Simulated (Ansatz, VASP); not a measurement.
One calculation of PtS2, two programs

```
Pt S
1.0
     1.76444    1.01870    5.52305
    -1.76444    1.01870    5.52305
     0.00000   -2.03740    5.52305
Pt S
1 2
Cartesian
  0.0000 0.0000 0.0000
  0.0000 0.0000 4.2799
  0.0000 0.0000 12.2893
```

Alike in both runs: task single point; functional r2SCAN; k mesh 4 × 4 × 4; no spin polarisation.

|  | VASP | Ansatz |
| --- | --- | --- |
| version | VASP 6.6.1 | Ansatz 0.2.0 |
| potentials or method | VASP PAW PBE potentials, release 64 (Pt, S) | plane waves, PAW |
| plane-wave cutoff (eV) | 520 | 500 |
| occupations | gaussian, width 0.01 eV | fixed |
| valence electrons in the cell | 22 | 30 |

|  | VASP | Ansatz | Ansatz less VASP |
| --- | --- | --- | --- |
| gap on the k mesh at the Fermi level (eV) | 1.29 | 1.30 | +0.010 |

VASP's potentials were made for PBE, not for r2SCAN. VASP's potentials hold 22 valence electrons a cell and Ansatz's 30, so a difference there can come from the potentials and not from the codes.

The k mesh is coarse, so the values compare programs but aren't converged. Neither program's run includes spin-orbit coupling.
